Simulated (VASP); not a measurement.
# Pd (Fd-3m) in VASP: a series of runs, part 2 of 2

VASP 6.6.1. The steps go on from the part before.

**4. Single point, revPBE, collinear spin (23.27 Å³/atom)**

This run uses another cell than the first one, of 23.27 Å³/atom.

File INCAR:

```
SYSTEM = Pd
ALGO = Normal
EDIFF = 1E-7
ENCUT = 520
GGA = RE
ISIF = 2
ISMEAR = -1
ISPIN = 2
LASPH = .True.
LCHARG = .True.
LELF = .True.
LMAXMIX = 4
LORBIT = 11
LREAL = .False.
LVHAR = .True.
LWAVE = .False.
MAGMOM = 0.45 0.45
NBANDS = 21
NELM = 150
PREC = Accurate
SIGMA = 0.05
```

File KPOINTS:

```
k-points
0
Gamma
  11 11 11
  0 0 0
```

File POSCAR:

```
Pd
1.0
    0.0000000000      2.8549165037      2.8549165037
    2.8549165037      0.0000000000      2.8549165037
    2.8549165037      2.8549165037      0.0000000000
Pd
2
Direct
    0.1250000000      0.1250000000      0.1250000000
    0.8750000000      0.8750000000      0.8750000000
```

Potentials or basis: VASP PAW PBE potentials, release 64 (Pd).

Started as:

```console
> cat potpaw_PBE.64/Pd/POTCAR > POTCAR
> mpirun -np 1 vasp_std > vasp.out
```

OUTCAR:

```text
SYSTEM = Pd
   EDIFF = 1E-7
   ENCUT = 520
   GGA = RE
   ISIF = 2
   ISMEAR = -1
   ISPIN = 2
   LASPH = .True.
   LORBIT = 11
   LREAL = .False.
   NELM = 150
   PREC = Accurate

 ion  position               nearest neighbor table
   1  0.125  0.125  0.125-   2 2.47   2 2.47   2 2.47   2 2.47
   2  0.875  0.875  0.875-   1 2.47   1 2.47   1 2.47   1 2.47

  LATTYP: Found a face centered cubic cell.
 ALAT       =     5.7098330074

  Lattice vectors:

 A1 = (   0.0000000000,   2.8549165037,   2.8549165037)
 A2 = (   2.8549165037,   0.0000000000,   2.8549165037)
 A3 = (   2.8549165037,   2.8549165037,   0.0000000000)

Analysis of symmetry for initial positions (statically):
=====================================================================
 Subroutine PRICEL returns:
[... 1367 lines left out ...]
  energy-cutoff  :      520.00
  volume of cell :       46.54
      direct lattice vectors                 reciprocal lattice vectors
     0.000000000  2.854916504  2.854916504    -0.175136470  0.175136470  0.175136470
     2.854916504  0.000000000  2.854916504     0.175136470 -0.175136470  0.175136470
     2.854916504  2.854916504  0.000000000     0.175136470  0.175136470 -0.175136470

 POSITION                                       TOTAL-FORCE (eV/Angst)
 -----------------------------------------------------------------------------------
      0.71373      0.71373      0.71373         0.000000      0.000000      0.000000
      4.99610      4.99610      4.99610        -0.000000     -0.000000     -0.000000
 -----------------------------------------------------------------------------------
    total drift:                               -0.000000      0.000000      0.000000

  FREE ENERGIE OF THE ION-ELECTRON SYSTEM (eV)
  ---------------------------------------------------
  free  energy   TOTEN  =        -7.3594979872 eV

  energy  without entropy=       -7.3242834840  energy(sigma->0) =       -7.34189074

 total charge

# of ion       s       p       d       tot
------------------------------------------
    1        0.517   0.323   8.533   9.373
    2        0.517   0.323   8.533   9.373
--------------------------------------------------
tot          1.034   0.645  17.066  18.745

 magnetization (x)

# of ion       s       p       d       tot
------------------------------------------
    1       -0.006  -0.001   0.479   0.472
    2       -0.006  -0.001   0.479   0.472
--------------------------------------------------
tot         -0.011  -0.002   0.958   0.945
```

OSZICAR:

```text
N       E                     dE             d eps       ncg     rms          rms(c)
DAV:   1     0.107603925085E+03    0.10760E+03   -0.92935E+03  4712   0.853E+02
DAV:   2    -0.506427590707E+01   -0.11267E+03   -0.10387E+03  5209   0.203E+02
DAV:   3    -0.746764072754E+01   -0.24034E+01   -0.23843E+01  5610   0.315E+01
DAV:   4    -0.749052076872E+01   -0.22880E-01   -0.22877E-01  5507   0.295E+00
DAV:   5    -0.749105310463E+01   -0.53234E-03   -0.53233E-03  5690   0.508E-01    0.753E+00
DAV:   6    -0.737390735124E+01    0.11715E+00   -0.47903E-01  5186   0.514E+00    0.457E+00
DAV:   7    -0.736282613418E+01    0.11081E-01   -0.21235E-02  5113   0.104E+00    0.256E+00
DAV:   8    -0.735926961477E+01    0.35565E-02   -0.52815E-03  5388   0.533E-01    0.551E-01
DAV:   9    -0.735939707485E+01   -0.12746E-03   -0.16134E-04  6001   0.719E-02    0.776E-02
DAV:  10    -0.735948313360E+01   -0.86059E-04   -0.10318E-04  5078   0.572E-02    0.295E-02
DAV:  11    -0.735949231631E+01   -0.91827E-05   -0.55659E-06  5366   0.154E-02    0.179E-02
DAV:  12    -0.735949768323E+01   -0.53669E-05   -0.44530E-06  5116   0.133E-02    0.394E-03
DAV:  13    -0.735949786266E+01   -0.17943E-06   -0.30914E-07  5368   0.391E-03    0.157E-03
DAV:  14    -0.735949796826E+01   -0.10560E-06   -0.99224E-08  4264   0.180E-03    0.135E-03
DAV:  15    -0.735949798721E+01   -0.18950E-07   -0.23631E-08  4063   0.877E-04
   1 F= -.73594980E+01 E0= -.73418907E+01  d E =-.352145E-01  mag=     0.9687
```

stdout:

```text
POSCAR found type information on POSCAR Pd
 POSCAR found :  1 types and       2 ions
 scaLAPACK will be used
 -----------------------------------------------------------------------------
|                                                                             |
|                                                                             |
|     You enforced a specific xc type in the INCAR file but a different       |
|     I HOPE YOU KNOW WHAT YOU ARE DOING!                                     |
|                                                                             |
 -----------------------------------------------------------------------------

 LDA part: xc-table for (Slater+PW92), standard interpolation
 POSCAR, INCAR and KPOINTS ok, starting setup
 FFT: planning ... GRIDC
 FFT: planning ... GRID_SOFT
 FFT: planning ... GRID
 WAVECAR not read
 entering main loop
```

It took 2.3 min on 1 thread of Intel Xeon 8259CL, shared host; peak memory 0.23 GiB.

Results:

```
Free energy                                           : -7.3595 eV
Pressure                                              : 5.7 GPa
Net moment                                            : 0.97 μB per cell
Site moments                                          : Pd +0.47 μB
Valence electrons inside the program's atomic spheres : Pd 9.37
```

Caveat: the cell stands under pressure; the PAW data sets were made with another functional, which shifts forces and pressure a little.

**5. Single point, revPBE, collinear spin (24.28 Å³/atom)**

This run uses another cell than the first one, of 24.28 Å³/atom.

File INCAR:

```
ALGO = Normal
EDIFF = 1E-6
ENCUT = 520
GGA = RE
ISIF = 2
ISMEAR = -1
ISPIN = 2
LASPH = T
LCHARG = F
LMAXMIX = 4
LORBIT = 11
LREAL = F
LWAVE = F
MAGMOM = 0.45 0.45
NBANDS = 21
NELM = 150
PREC = Accurate
SIGMA = 0.05
```

File KPOINTS:

```
k-points
0
Gamma
  11 11 11
```

File POSCAR:

```
Pd
1.0
    0.0000000000      2.8957065362      2.8957065362
    2.8957065362      0.0000000000      2.8957065362
    2.8957065362      2.8957065362      0.0000000000
Pd
2
Direct
    0.1250000000      0.1250000000      0.1250000000
    0.8750000000      0.8750000000      0.8750000000
```

Started as:

```console
> cat potpaw_PBE.64/Pd/POTCAR > POTCAR
> mpirun -np 1 vasp_std > vasp.out
```

Run time: 2 min. Hardware: 1 thread of Intel Xeon 8259CL, shared host; peak memory 0.24 GiB.

Results (log left out):

```yaml
Free_energy: -7.4103 eV
Pressure: 2.4 GPa
Net_moment: 0.95 μB per cell
Site_moments: Pd +0.47 μB
Valence_electrons_inside_the_program's_atomic_spheres: Pd 9.32
```

Levels at points of the mesh, in eV from the Fermi level:
Spin up:
```csv
k point,band 8,band 9,band 10,band 11,band 12,band 13,band 14,band 15
"(0.00, 0.00, 0.00)",-1.55,-1.55,-0.41,-0.41,11.55,11.55,11.55,11.99
```
Spin down:
```tsv
k point	band 8	band 9	band 10	band 11	band 12	band 13
(0.00, 0.00, 0.00)	-1.19	-1.19	-0.06	-0.06	11.64	11.64
```

Caveat: the PAW data sets were made with another functional, which shifts forces and pressure a little.

**6. Single point, revPBE, collinear spin (25.29 Å³/atom)**

File INCAR:

```
SYSTEM = Pd
PREC     = Accurate       ! precision mode
ENCUT    = 520            ! plane-wave cutoff, eV
EDIFF    = 1E-7           ! SCF threshold, eV
ISMEAR   = -1             ! smearing method
SIGMA    = 0.05           ! smearing width, eV
LREAL    = .FALSE.        ! projectors in reciprocal space
LASPH    = .TRUE.         ! aspherical terms in the spheres
NELM     = 150            ! most SCF steps
ALGO     = Normal         ! electronic algorithm
ISIF     = 2              ! what is computed and relaxed
LWAVE    = .FALSE.        ! write WAVECAR
LCHARG   = .FALSE.        ! write CHGCAR
ISPIN    = 2              ! spin polarisation
MAGMOM   = 0.45 0.45      ! initial moments
LORBIT   = 11             ! projections on sites
LMAXMIX  = 4              ! l up to which the mixer works
GGA      = RE             ! functional
NBANDS   = 21             ! bands
```

File KPOINTS:

```
Automatic mesh
0
G
  11 11 11
  0 0 0
```

File POSCAR:

```
Pd
1.0
    0.0000000000      2.9353786788      2.9353786788
    2.9353786788      0.0000000000      2.9353786788
    2.9353786788      2.9353786788      0.0000000000
Pd
2
Direct
    0.1250000000      0.1250000000      0.1250000000
    0.8750000000      0.8750000000      0.8750000000
```

Potentials or basis: VASP PAW PBE potentials, release 64 (Pd).

Started as:

```console
> cat potpaw_PBE.64/Pd/POTCAR > POTCAR
> mpirun -np 1 vasp_std > vasp.out
```

OUTCAR:

```text
SYSTEM = Pd
   PREC = Accurate
   ENCUT = 520
   EDIFF = 1E-7
   ISMEAR = -1
   LREAL = .FALSE.
   LASPH = .TRUE.
   NELM = 150
   ISIF = 2
   ISPIN = 2
   LORBIT = 11
   GGA = RE

 ion  position               nearest neighbor table
   1  0.125  0.125  0.125-   2 2.54   2 2.54   2 2.54   2 2.54
   2  0.875  0.875  0.875-   1 2.54   1 2.54   1 2.54   1 2.54

  LATTYP: Found a face centered cubic cell.
 ALAT       =     5.8707573576

  Lattice vectors:

 A1 = (   0.0000000000,   2.9353786788,   2.9353786788)
 A2 = (   2.9353786788,   0.0000000000,   2.9353786788)
 A3 = (   2.9353786788,   2.9353786788,   0.0000000000)

Analysis of symmetry for initial positions (statically):
=====================================================================
 Subroutine PRICEL returns:
 Original cell was already a primitive cell.

 Routine SETGRP: Setting up the symmetry group for a
 face centered cubic supercell.

 Subroutine GETGRP returns: Found 48 space group operations
 (whereof 12 operations were pure point group operations)
 out of a pool of 48 trial point group operations.
[... 1341 lines left out ...]
     20      19.5811      0.00000
     21      21.8720      0.00000

 [... further k-points ...]

------------------------ aborting loop because EDIFF is reached ----------------------------------------

  FORCE on cell =-STRESS in cart. coord.  units (eV):
  Direction    XX          YY          ZZ          XY          YZ          ZX
  --------------------------------------------------------------------------------------
  -------------------------------------------------------------------------------------
  Total       -0.0748438     -0.0748438     -0.0748438      0.0000000     -0.0000000      0.0000000
  in kB       -2.3705232     -2.3705232     -2.3705232      0.0000000     -0.0000000      0.0000000
  external PRESSURE =      -2.3705232 kB  Pullay stress =       0.0000000 kB

 VOLUME and BASIS-vectors are now :
 -----------------------------------------------------------------------------
  energy-cutoff  :      520.00
  volume of cell :       50.59
      direct lattice vectors                 reciprocal lattice vectors
     0.000000000  2.935378679  2.935378679    -0.170335774  0.170335774  0.170335774
     2.935378679  0.000000000  2.935378679     0.170335774 -0.170335774  0.170335774
     2.935378679  2.935378679  0.000000000     0.170335774  0.170335774 -0.170335774

 POSITION                                       TOTAL-FORCE (eV/Angst)
 -----------------------------------------------------------------------------------
      0.73384      0.73384      0.73384         0.000000      0.000000      0.000000
      5.13691      5.13691      5.13691        -0.000000     -0.000000     -0.000000
 -----------------------------------------------------------------------------------
    total drift:                                0.000000      0.000000     -0.000000

  FREE ENERGIE OF THE ION-ELECTRON SYSTEM (eV)
  ---------------------------------------------------
  free  energy   TOTEN  =        -7.4236461456 eV

  energy  without entropy=       -7.3850569970  energy(sigma->0) =       -7.40435157

 total charge

# of ion       s       p       d       tot
------------------------------------------
    1        0.480   0.268   8.519   9.266
    2        0.480   0.268   8.519   9.266
--------------------------------------------------
tot          0.959   0.535  17.037  18.532

 magnetization (x)

# of ion       s       p       d       tot
------------------------------------------
    1       -0.005  -0.002   0.467   0.460
    2       -0.005  -0.002   0.467   0.460
--------------------------------------------------
tot         -0.010  -0.003   0.933   0.920
```

It took 2.5 min on 1 thread of Intel Xeon 8259CL, shared host; peak memory 0.25 GiB.

Results:

| Quantity | Value |
| --- | --- |
| Free energy | -7.4236 eV |
| Pressure | -0.2 GPa |
| Net moment | 0.94 μB per cell |
| Site moments | Pd +0.46 μB |
| Valence electrons inside the program's atomic spheres | Pd 9.27 |

Caveat: the PAW data sets were made with another functional, which shifts forces and pressure a little.

**7. The runs side by side**

```csv
cell,k mesh,gap on the mesh (eV),pressure (GPa),moment (μB)
"a = 4.151 Å, angles 60.0°, 2 atoms",10 × 10 × 10,none,-0.2,0.91
"a = 3.978 Å, angles 60.0°, 2 atoms",11 × 11 × 11,none,9.9,1.00
"a = 4.037 Å, angles 60.0°, 2 atoms",11 × 11 × 11,none,5.7,0.97
"a = 4.095 Å, angles 60.0°, 2 atoms",11 × 11 × 11,none,2.4,0.95
"a = 4.151 Å, angles 60.0°, 2 atoms",11 × 11 × 11,none,-0.2,0.94
```

Alike in all rows: task single point; level revPBE; potentials or basis VASP PAW PBE potentials, release 64 (Pd); spin collinear; cutoff (eV) 520; smearing fermi-dirac 0.05 eV.

Caveats: the PAW data sets were made with another functional, which shifts forces and pressure a little; the cell stands under pressure (at least some runs).

Absolute energies hang on the potentials; compare differences alone.
